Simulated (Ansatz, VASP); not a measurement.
One calculation of Ta, two programs

INCAR

```
PREC = Accurate ; ENCUT = 520
EDIFF = 1E-6 ; ISMEAR = 0
SIGMA = 0.15 ; LREAL = F
LASPH = T ; NELM = 100
ALGO = Normal ; ISIF = 2
LWAVE = F ; LCHARG = F
GGA = PE ; NBANDS = 12
```

The input KPOINTS:

```
Automatic mesh
0
Gamma
  20 20 20
```

The input POSCAR:

```
Ta
1.0
   -1.7173312000      1.7173312000      1.5191776000
    1.7173312000     -1.7173312000      1.5191776000
    1.7173312000      1.7173312000     -1.5191776000
Ta
1
Direct
    0.0000000000      0.0000000000      0.0000000000
```

Input for Ansatz:

```yaml
crystal:
  lattice:
    - [-1.7173312, 1.7173312, 1.5191776]
    - [1.7173312, -1.7173312, 1.5191776]
    - [1.7173312, 1.7173312, -1.5191776]
  atoms:
    - { symbol: Ta, position: [0.0, 0.0, 0.0] }
basis:
  ecutwfc: 420
kpoints:
  mp_grid: { grid: [20, 20, 20] }
hamiltonian:
  xc: pbe
scf:
  occupations: { method: gaussian, width: 0.15 }
output:
  forces: true
  stress: true
  eigenvalues: true
  write_density: true
  write_potential: true
  elf: true
  volumetric_format: npy
```

Change from the starting cell: strain +0.040 along x and y, -0.080 along z, atoms carried along.

Alike in both runs: task single point; functional PBE; k mesh 20 × 20 × 20; occupations gaussian, width 0.15 eV; no spin polarisation.

|  | VASP | Ansatz |
| --- | --- | --- |
| version | VASP 6.6.1 | Ansatz 0.2.0 |
| potentials or method | VASP PAW PBE potentials, release 64 (Ta_pv), cutoff 520 eV | scalar-relativistic, plane waves, PAW |
| valence electrons in the cell | 11 | 13 |

|  | VASP | Ansatz | Ansatz less VASP |
| --- | --- | --- | --- |
| gap on the k mesh at the Fermi level (eV) | none | none | - |
| pressure (GPa) | 5.6 | 5.5 | -0.12 |
| traceless stress, the component that is largest in VASP (GPa) | 6.00 | 6.04 | +0.042 |

A gap of «none» marks a metal or a gap that the smearing closes. With one functional, cell and mesh, what is left measures potentials, basis and numerics. VASP's potentials hold 11 valence electrons a cell and Ansatz's 13, so a difference there can come from the potentials and not from the codes.

Spin-orbit coupling is off throughout.
